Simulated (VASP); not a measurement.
# CdS in VASP: further runs

CdS is run at these levels: PBE; tasks: single point.

Program: VASP 6.6.1. These are calculated values, not measurements. Logs are shortened: lines on timing, memory, paths and dates and some standing lists are left out, and cuts for length are marked.

**1. The cell of the first run**

It takes space group F-43m (No. 216, cubic). Conventional cell: a = 5.878 Å, b = 5.878 Å, c = 5.878 Å, α = 90.00°, β = 90.00°, γ = 90.00°. Cd (site symmetry -43m) has 4 S at 2.55 Å within 3.4 Å. Within 3.4 Å of S (site symmetry -43m) lie 4 Cd at 2.55 Å.

**2. Single point, PBE**

File INCAR:

```
ALGO = Normal
EDIFF = 1E-6
ENCUT = 520
GGA = PE
ISIF = 2
ISMEAR = 0
LASPH = T
LCHARG = F
LREAL = F
LWAVE = F
NBANDS = 16
NELM = 80
PREC = Accurate
SIGMA = 0.01
```

File KPOINTS:

```
k-points
0
Gamma
  4 4 4
```

File POSCAR:

```
CdS
1.0
    0.0000000000      2.9392148416      2.9392148416
    2.9392148416      0.0000000000      2.9392148416
    2.9392148416      2.9392148416      0.0000000000
Cd S
1 1
Direct
    0.0000000000      0.0000000000      0.0000000000
    0.2500000000      0.2500000000      0.2500000000
```

Potentials or basis: VASP PAW PBE potentials, release 64 (Cd, S).

Command:

```sh
$ cat potpaw_PBE.64/Cd/POTCAR potpaw_PBE.64/S/POTCAR > POTCAR
$ mpirun -np 1 vasp_std > vasp.out
```

OUTCAR:

```text
EDIFF = 1E-6
   ENCUT = 520
   GGA = PE
   ISIF = 2
   ISMEAR = 0
   LASPH = T
   LREAL = F
   NELM = 80
   PREC = Accurate

 ion  position               nearest neighbor table
   1  0.000  0.000  0.000-   2 2.55   2 2.55   2 2.55   2 2.55
   2  0.250  0.250  0.250-   1 2.55   1 2.55   1 2.55   1 2.55

  LATTYP: Found a face centered cubic cell.
 ALAT       =     5.8784296832

  Lattice vectors:

 A1 = (   0.0000000000,   2.9392148416,   2.9392148416)
 A2 = (   2.9392148416,   0.0000000000,   2.9392148416)
 A3 = (   2.9392148416,   2.9392148416,   0.0000000000)

Analysis of symmetry for initial positions (statically):
=====================================================================
 Subroutine PRICEL returns:
 Original cell was already a primitive cell.

 Routine SETGRP: Setting up the symmetry group for a
 face centered cubic supercell.

 Subroutine GETGRP returns: Found 24 space group operations
 (whereof 24 operations were pure point group operations)
 out of a pool of 48 trial point group operations.

The static configuration has the point symmetry T_d .

Analysis of symmetry for dynamics (positions and initial velocities):
=====================================================================
 Subroutine PRICEL returns:
 Original cell was already a primitive cell.

 Routine SETGRP: Setting up the symmetry group for a
 face centered cubic supercell.

 Subroutine GETGRP returns: Found 24 space group operations
 (whereof 24 operations were pure point group operations)
 out of a pool of 48 trial point group operations.

The dynamic configuration has the point symmetry T_d .

 Subroutine INISYM returns: Found 24 space group operations
 (whereof 24 operations are pure point group operations),
 and found     1 'primitive' translations

----------------------------------------------------------------------------------------

                                     Primitive cell

  volume of cell :      50.7837

  direct lattice vectors                    reciprocal lattice vectors
     0.000000000  2.939214842  2.939214842    -0.170113458  0.170113458  0.170113458
     2.939214842  0.000000000  2.939214842     0.170113458 -0.170113458  0.170113458
     2.939214842  2.939214842  0.000000000     0.170113458  0.170113458 -0.170113458

  length of vectors
     4.156677492  4.156677492  4.156677492     0.294645152  0.294645152  0.294645152

  position of ions in fractional coordinates (direct lattice)
     0.000000000  0.000000000  0.000000000
     0.250000000  0.250000000  0.250000000

  ion indices of the primitive-cell ions
   primitive index   ion index
                 1           1
                 2           2

----------------------------------------------------------------------------------------

 KPOINTS: k-points

Automatic generation of k-mesh.
 Grid dimensions read from file:
 generate k-points for:    4    4    4

 Generating k-lattice:

  Cartesian coordinates                     Fractional coordinates (reciprocal lattice)
    -0.042528364  0.042528364  0.042528364     0.250000000  0.000000000  0.000000000
     0.042528364 -0.042528364  0.042528364     0.000000000  0.250000000  0.000000000
     0.042528364  0.042528364 -0.042528364     0.000000000  0.000000000  0.250000000

  Length of vectors
     0.073661288  0.073661288  0.073661288

  Shift w.r.t. Gamma in fractional coordinates (k-lattice)
     0.000000000  0.000000000  0.000000000

 Subroutine IBZKPT returns following result:
 ===========================================

 Found      8 irreducible k-points:

 Following reciprocal coordinates:
            Coordinates               Weight
  0.000000  0.000000  0.000000      1.000000
  0.250000  0.000000  0.000000      8.000000
  0.500000  0.000000  0.000000      4.000000
  0.250000  0.250000  0.000000      6.000000
  0.500000  0.250000  0.000000     24.000000
 -0.250000  0.250000  0.000000     12.000000
  0.500000  0.500000  0.000000      3.000000
 -0.250000  0.500000  0.250000      6.000000
   k-points           NKPTS =      8   k-points in BZ     NKDIM =      8   number of bands    NBANDS=     16
   number of dos      NEDOS =    301   number of ions     NIONS =      2
   total plane-waves  NPLWV =  32768
   dimension x,y,z NGX =    32 NGY =   32 NGZ =   32
   dimension x,y,z NGXF=    64 NGYF=   64 NGZF=   64
   ions per type =               1   1
   NGX,Y,Z   is equivalent  to a cutoff of  12.80, 12.80, 12.80 a.u.
   NGXF,Y,Z  is equivalent  to a cutoff of  25.60, 25.60, 25.60 a.u.
 SYSTEM =  unknown system
   PREC   = accura    normal or accurate (medium, high low for compatibility)
   ISTART =      0    job   : 0-new  1-cont  2-samecut
   ICHARG =      2    charge: 1-file 2-atom 10-const
   ISPIN  =      1    spin polarized calculation?
   LNONCOLLINEAR =      F non collinear calculations
   LSORBIT =      F    spin-orbit coupling
   LASPH  =      T    aspherical Exc in radial PAW
   ENCUT  =  520.0 eV  38.22 Ry    6.18 a.u.   7.73  7.73  7.73*2*pi/ulx,y,z
   NELM   =     80;   NELMIN=  2; NELMDL= -5     # of ELM steps
   EDIFF  = 0.1E-05   stopping-criterion for ELM
   LREAL  =      F    real-space projection
   EDIFFG = 0.1E-04   stopping-criterion for IOM
   NSW    =      0    number of steps for IOM
   IBRION =     -1    ionic relax: 0-MD 1-quasi-New 2-CG
   NFREE  =      0    steps in history (QN), initial steepest desc. (CG)
   ISIF   =      2    stress and relaxation
   ISYM   =      2    0-nonsym 1-usesym 2-fastsym
   POTIM  = 0.5000    time-step for ionic-motion
   TEBEG  =    0.0;   TEEND  =   0.0 temperature during run
   PSTRESS=    0.0 pullay stress
   NELECT =      18.0000    total number of electrons
   NUPDOWN=      -1.0000    fix difference up-down
   EMIN   =  10.00;   EMAX   =-10.00  energy-range for DOS
   EFERMI =   0.00;   METHOD = LEGACY
   ISMEAR =     0;   SIGMA  =   0.01  broadening in eV -4-tet -1-fermi 0-gaus
   EFERMI_NEDOS =   21; number of points for ismear=-14 and -15
   IALGO  =     38    algorithm
   IMIX   =      4    mixing-type and parameters
     AMIX     =   0.40;   BMIX     =  1.00
     AMIX_MAG =   1.60;   BMIX_MAG =  1.00
  volume/ion in A,a.u.               =      25.39       171.35
  Fermi-wavevector in a.u.,A,eV,Ry     =   1.158575  2.189390 18.263062  1.342297
  Thomas-Fermi vector in A             =   2.295176
   LORBIT       =      0    0 simple, 1 ext, 2 COOP (PROOUT), +10 PAW based schemes
   GGA     = PE    functional components
   LHFCALC =     F    Hartree Fock is set to
   AEXX    =    0.0000 exact exchange contribution
   IVDW    =     0    specifies the selected vdW correction
   LEPSILON=     F    determine dielectric tensor
   LRPA    =     F    only Hartree local field effects (RPA)
 non-spin polarized calculation
 Gauss-broadening in eV      SIGMA  =   0.01
  energy-cutoff  :      520.00
  volume of cell :       50.78
 maximum number of plane-waves:      1384
 NGX is ok and might be reduce to    32
   NGX = 15   NGY = 15   NGZ = 15

 number of electron      18.0000005 magnetization

 Free energy of the ion-electron system (eV)
  ---------------------------------------------------
  ext. energy  EPLUGINS =         0.00000000
  ---------------------------------------------------
  free energy    TOTEN  =        -6.10703678 eV

  energy without entropy =       -6.10703678  energy(sigma->0) =       -6.10703678

 E-fermi :   1.2499     XC(G=0):  -9.0320

 val. band max:        1.1403603779   @ k =   0.0000   0.0000   0.0000
 cond. band min:       2.2271652387   @ k =   0.0000   0.0000   0.0000
 fundamental gap:      1.0868048607
 Fermi energy:         1.2498941703

 k-point     1 :       0.0000    0.0000    0.0000
  band No.  band energies     occupation
      1     -11.0867      2.00000
      2      -6.5277      2.00000
      3      -6.5277      2.00000
      4      -6.5277      2.00000
      5      -6.0815      2.00000
      6      -6.0815      2.00000
      7       1.1404      2.00000
      8       1.1404      2.00000
      9       1.1404      2.00000
     10       2.2272      0.00000
     11       7.6747      0.00000
     12       7.6747      0.00000
     13       7.6747      0.00000
     14      12.4412      0.00000
     15      12.5735      0.00000
     16      12.5735      0.00000

 k-point     2 :       0.2500    0.0000    0.0000
  band No.  band energies     occupation
      1     -10.8841      2.00000
      2      -6.4609      2.00000
      3      -6.4609      2.00000
      4      -6.2884      2.00000
      5      -6.0773      2.00000
      6      -6.0773      2.00000
      7      -1.3066      2.00000
      8       0.7601      2.00000
      9       0.7601      2.00000
     10       3.8636      0.00000
     11       7.4067      0.00000
     12       8.1669      0.00000
     13       8.1670      0.00000
     14      11.7505      0.00000
     15      11.7505      0.00000
     16      12.4044      0.00000

 k-point     3 :       0.5000    0.0000    0.0000
  band No.  band energies     occupation
      1     -10.6821      2.00000
      2      -6.4150      2.00000
      3      -6.4150      2.00000
      4      -6.0461      2.00000
      5      -6.0461      2.00000
      6      -5.7194      2.00000
      7      -3.1312      2.00000
      8       0.4203      2.00000
      9       0.4203      2.00000
     10       4.1070      0.00000
     11       8.1353      0.00000
     12       8.1353      0.00000
     13       8.5433      0.00000
     14      12.1468      0.00000
     15      13.6279      0.00000
     16      13.6279      0.00000

 k-point     4 :       0.2500    0.2500    0.0000
  band No.  band energies     occupation
      1     -10.8185      2.00000
      2      -6.3783      2.00000
      3      -6.3783      2.00000
      4      -6.3569      2.00000
      5      -6.0946      2.00000
      6      -6.0411      2.00000
      7      -1.1496      2.00000
      8       0.1606      2.00000
      9       0.1606      2.00000
     10       4.6811      0.00000
     11       5.9574      0.00000
     12       9.2359      0.00000
     13       9.2359      0.00000
     14       9.5493      0.00000
     15      12.9614      0.00000
     16      15.6980      0.00000

 k-point     5 :       0.5000    0.2500    0.0000
  band No.  band energies     occupation
      1     -10.6209      2.00000
      2      -6.3633      2.00000
      3      -6.3056      2.00000
      4      -6.1631      2.00000
      5      -6.0323      2.00000
      6      -5.6852      2.00000
      7      -2.6275      2.00000
      8      -0.7558      2.00000
      9      -0.1518      2.00000
     10       5.3151      0.00000
     11       6.5889      0.00000
     12       8.7000      0.00000
     13       9.5181      0.00000
     14      11.4775      0.00000
     15      13.7480      0.00000
     16      14.6505      0.00000

 k-point     6 :      -0.2500    0.2500    0.0000
  band No.  band energies     occupation
      1     -10.6855      2.00000
      2      -6.3847      2.00000
      3      -6.3728      2.00000
      4      -6.1015      2.00000
      5      -6.0917      2.00000
      6      -5.8347      2.00000
      7      -2.2698      2.00000
      8      -0.8179      2.00000
      9       0.4021      2.00000
     10       5.3452      0.00000
     11       7.2856      0.00000
     12       7.8429      0.00000
     13       8.8022      0.00000
     14      11.3535      0.00000
     15      13.3499      0.00000
     16      14.4208      0.00000

 k-point     7 :       0.5000    0.5000    0.0000
  band No.  band energies     occupation
      1     -10.5571      2.00000
      2      -6.3224      2.00000
      3      -6.2020      2.00000
      4      -6.2020      2.00000
      5      -6.0003      2.00000
      6      -5.6558      2.00000
      7      -2.7205      2.00000
      8      -0.6627      2.00000
      9      -0.6627      2.00000
     10       4.7174      0.00000
     11       5.4489      0.00000
     12      10.2739      0.00000
     13      11.7707      0.00000
     14      11.7707      0.00000
     15      13.4882      0.00000
     16      14.5719      0.00000

 k-point     8 :      -0.2500    0.5000    0.2500
  band No.  band energies     occupation
      1     -10.5587      2.00000
      2      -6.3077      2.00000
      3      -6.2930      2.00000
      4      -6.1178      2.00000
      5      -6.0730      2.00000
      6      -5.4852      2.00000
      7      -2.6572      2.00000
      8      -1.0296      2.00000
      9      -0.9751      2.00000
     10       6.4655      0.00000
     11       6.5729      0.00000
     12       8.3251      0.00000
     13       9.2070      0.00000
     14      12.0719      0.00000
     15      14.2639      0.00000
     16      14.3833      0.00000

------------------------ aborting loop because EDIFF is reached ----------------------------------------

  FORCE on cell =-STRESS in cart. coord.  units (eV):
  Direction    XX          YY          ZZ          XY          YZ          ZX
  --------------------------------------------------------------------------------------
  -------------------------------------------------------------------------------------
  Total        0.5888655      0.5888655      0.5888655      0.0000000      0.0000000      0.0000000
  in kB       18.5781615     18.5781615     18.5781615      0.0000000      0.0000000      0.0000000
  external PRESSURE =      18.5781615 kB  Pullay stress =       0.0000000 kB

 VOLUME and BASIS-vectors are now :
 -----------------------------------------------------------------------------
  energy-cutoff  :      520.00
  volume of cell :       50.78
      direct lattice vectors                 reciprocal lattice vectors
     0.000000000  2.939214842  2.939214842    -0.170113458  0.170113458  0.170113458
     2.939214842  0.000000000  2.939214842     0.170113458 -0.170113458  0.170113458
     2.939214842  2.939214842  0.000000000     0.170113458  0.170113458 -0.170113458

 POSITION                                       TOTAL-FORCE (eV/Angst)
 -----------------------------------------------------------------------------------
      0.00000      0.00000      0.00000         0.000000      0.000000      0.000000
      1.46961      1.46961      1.46961        -0.000000     -0.000000     -0.000000
 -----------------------------------------------------------------------------------
    total drift:                               -0.000000     -0.000000     -0.000000

  FREE ENERGIE OF THE ION-ELECTRON SYSTEM (eV)
  ---------------------------------------------------
  free  energy   TOTEN  =        -6.1070367833 eV

  energy  without entropy=       -6.1070367833  energy(sigma->0) =       -6.10703678
```

It took 16 s on 1 thread of AMD EPYC 7R13, shared host; peak memory 0.14 GiB.

What came out:

| Item | Value |
| --- | --- |
| Free energy | -6.1070 eV |
| Pressure | 1.9 GPa |
| Band gap on the k mesh | 1.09 eV, direct |

Caveat: the k points lie up to 0.46 Å⁻¹ apart.

**3. Single point, PBE (strain along [111] +4.0%)**

File INCAR:

```
SYSTEM = CdS
  PREC = Accurate
  ENCUT = 520
  EDIFF = 1E-6
  ISMEAR = 0
  SIGMA = 0.01
  LREAL = .False.
  LASPH = .True.
  NELM = 60
  ALGO = Normal
  ISIF = 2
  LWAVE = .False.
  LCHARG = .False.
  GGA = PE
  NBANDS = 16
```

File KPOINTS:

```
Automatic mesh
0
Gamma
  4 4 4
  0 0 0
```

File POSCAR:

```
CdS
1.0
    0.0783790624      3.0175939041      3.0175939041
    3.0175939041      0.0783790624      3.0175939041
    3.0175939041      3.0175939041      0.0783790624
Cd S
1 1
Direct
    0.0024257592      0.0024257592      0.0024257592
    0.2475742408      0.2475742408      0.2475742408
```

Potentials or basis: VASP PAW PBE potentials, release 64 (Cd, S).

Command:

```sh
$ cat potpaw_PBE.64/Cd/POTCAR potpaw_PBE.64/S/POTCAR > POTCAR
$ mpirun -np 1 vasp_std > vasp.out
```

Wall time 21 s (1 thread of AMD EPYC 7R13, shared host); peak memory 0.15 GiB.

The run converged. Its results:

```
Free energy            : -6.1073 eV
Pressure               : -0.4 GPa
Largest force          : 0.004 eV/Å
Band gap on the k mesh : 0.93 eV, direct
```

Forces on the atoms (eV/Å):
```
Cd   0.002  0.002  0.002
S   -0.002 -0.002 -0.002
```

Stress tensor (GPa, compression positive):
```
-0.40 -0.71 -0.71
-0.71 -0.40 -0.71
-0.71 -0.71 -0.40
```

Levels at points of the mesh, in eV from the valence-band top:
| k point | band 5 | band 6 | band 7 | band 8 | band 9 | band 10 | band 11 | band 12 | band 13 | band 14 |
| --- | --- | --- | --- | --- | --- | --- | --- | --- | --- | --- |
| (0.00, 0.00, 0.00) | -7.20 | -7.20 | -0.16 | 0.00 | 0.00 | 0.93 | 6.22 | 6.64 | 6.64 | 11.03 |
| (0.50, 0.00, 0.00) | -7.16 | -6.86 | -4.06 | -0.82 | -0.67 | 2.77 | 6.82 | 6.90 | 7.29 | 10.80 |
| (0.50, 0.50, 0.00) | -7.13 | -6.81 | -3.74 | -1.82 | -1.62 | 3.52 | 4.25 | 8.87 | 10.35 | 10.37 |
| (0.50, 0.50, 0.50) | -7.18 | -6.92 | -4.18 | -0.62 | -0.62 | 3.07 | 7.05 | 7.14 | 7.14 | 10.99 |

Caveat: the k points lie up to 0.46 Å⁻¹ apart; the cell differs from its parent crystal (strain along [111] +4.0%).

(Part 1 of 2 ends here.)
